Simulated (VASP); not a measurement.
KF (Carobbiite):

```
K F
1.0
     0.00000    2.65896    2.65896
     2.65896    0.00000    2.65896
     2.65896    2.65896    0.00000
K F
1 1
Direct
  0.00000 0.00000 0.00000
  0.50000 0.50000 0.50000
```

Base run:

| Quantity | Value |
| --- | --- |
| Program | VASP 6.6.1 |
| Functional | PBEsol |
| Potentials or basis | VASP PAW PBE potentials, release 64 (K_sv, F) |
| Cutoff | 520 eV |
| k mesh | 6 × 6 × 6 |
| Occupations | gaussian, width 0.01 eV |
| Spin | no spin polarisation |

Its results: band gap on the k mesh 6.10 eV, direct; pressure -0.2 GPa.

After a change of settings the same cell gave: band gap on the k mesh 6.58 eV, direct; pressure 1.8 GPa. Which change was it?
A. functional from PBEsol to PBE-based screened hybrid; k mesh from 6 × 6 × 6 to 4 × 4 × 4
B. functional from PBEsol to r2SCAN; further incar settings from ALGO = Normal; EDIFF = 1e-06; NBANDS = 15 to ALGO = Normal; EDIFF = 1e-07; NBANDS = 15
C. occupations from gaussian, width 0.01 eV to methfessel-paxton, width 0.5 eV

A.

Caveats: some runs use coarse meshes; the PAW data sets were made with another functional, which shifts forces and pressure a little.
